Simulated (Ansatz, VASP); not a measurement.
Sc in VASP and in Ansatz

INCAR

```
SYSTEM = Sc
PREC     = Accurate       ! precision mode
ENCUT    = 520            ! plane-wave cutoff, eV
EDIFF    = 1E-7           ! SCF threshold, eV
ISMEAR   = -1             ! smearing method
SIGMA    = 0.05           ! smearing width, eV
LREAL    = .False.        ! projectors in reciprocal space
LASPH    = .True.         ! aspherical terms in the spheres
NELM     = 150            ! most SCF steps
ALGO     = Normal         ! electronic algorithm
ISIF     = 2              ! what is computed and relaxed
LWAVE    = .False.        ! write WAVECAR
LCHARG   = .False.        ! write CHGCAR
ISPIN    = 2              ! spin polarisation
MAGMOM   = 0 0 0 0        ! initial moments
LORBIT   = 11             ! projections on sites
LMAXMIX  = 4              ! l up to which the mixer works
GGA      = PE             ! functional
NBANDS   = 34             ! bands
```

File KPOINTS:

```
regular mesh
0
Gamma
  12 12 4
  0 0 0
```

The input POSCAR:

```
Sc
1.0
    3.2920613758      0.0000000000      0.0000000000
   -1.6460306879      2.8510087823      0.0000000000
    0.0000000000      0.0000000000     10.4976142426
Sc
4
Direct
    0.0000000000      0.0000000000      0.0000000000
    0.0000000000      0.0000000000      0.5000000000
    0.3333333333      0.6666666667      0.2500000000
    0.6666666667      0.3333333333      0.7500000000
```

Input for Ansatz:

```yaml
crystal:
  lattice:
    - [3.2920613758, 0.0, 0.0]
    - [-1.6460306879, 2.8510087823, 0.0]
    - [0.0, 0.0, 10.4976142426]
  atoms:
    - { symbol: Sc, position: [0.0, 0.0, 0.0] }
    - { symbol: Sc, position: [0.0, 0.0, 0.5] }
    - { symbol: Sc, position: [0.3333333333, 0.6666666667, 0.25] }
    - { symbol: Sc, position: [0.6666666667, 0.3333333333, 0.75] }
kpoints:
  mp_grid: { grid: [12, 12, 4] }
  band_path:
    path:
      - [0.0, 0.0, 0.0]
      - [0.5, 0.0, 0.0]
      - [0.3333333333, 0.3333333333, 0.0]
      - [0.0, 0.0, 0.0]
      - [0.0, 0.0, 0.5]
      - [0.5, 0.0, 0.5]
      - [0.3333333333, 0.3333333333, 0.5]
      - [0.0, 0.0, 0.5]
      - [0.5, 0.0, 0.5]
    npoints: 8
scf:
  occupations: { method: fermi_dirac, width: 0.05 }
hamiltonian:
  xc: pbe
  pseudopotentials: { kind: paw }
output:
  forces: true
  stress: true
  eigenvalues: true
  populations: true
magnetization:
  spin_polarized: true
```

Alike in both runs: task single point; functional PBE; k mesh 12 × 12 × 4; occupations fermi-dirac, width 0.05 eV; collinear spin.

```csv
,VASP,Ansatz
version,VASP 6.6.1,Ansatz 0.2.0
potentials or method,"VASP PAW PBE potentials, release 64 (Sc_sv)","PAW with Ansatz's default frozen-core files, scalar-relativistic"
plane-wave cutoff (eV),520,420
valence electrons in the cell,44,44
```

```csv
,VASP,Ansatz,Ansatz less VASP
gap on the k mesh at the Fermi level (eV),none,none,-
pressure (GPa),0.0,0.0,-0.03
```

A gap of «none» marks a metal or a gap that the smearing closes. Ansatz's warnings: no starting moments, stability check not made.
